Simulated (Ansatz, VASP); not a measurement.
## Two plane-wave programs on CdSe

```
Cd Se
1.0
     0.00000    3.14228    3.14228
     3.14228    0.00000    3.14228
     3.14228    3.14228    0.00000
Cd Se
1 1
Direct
  0.00000 0.00000 0.00000
  0.25000 0.25000 0.25000
```

Alike in both runs: functional RPBE; k mesh 8 × 8 × 8; occupations gaussian, width 0.02 eV; no spin polarisation.

Ansatz relaxed the structure, and its values are those at the end. VASP's run is a single point on that final structure, the one shown.

|  | VASP | Ansatz |
| --- | --- | --- |
| version | VASP 6.6.1 | Ansatz 0.2.0 |
| potentials or method | VASP PAW PBE potentials, release 64 (Cd, Se), cutoff 520 eV | scalar-relativistic, plane waves, PAW |
| valence electrons in the cell | 18 | 36 |

|  | VASP | Ansatz | Ansatz less VASP |
| --- | --- | --- | --- |
| gap on the k mesh at the Fermi level (eV) | 0.58 | 0.58 | +0.002 |
| least direct gap on the mesh (eV) | 0.58 | 0.58 | +0.002 |
| pressure (GPa) | 0.2 | 0.0 | -0.21 |

VASP's potentials were made for PBE, not for RPBE. VASP's potentials hold 18 valence electrons a cell and Ansatz's 36, so a difference there can come from the potentials and not from the codes.
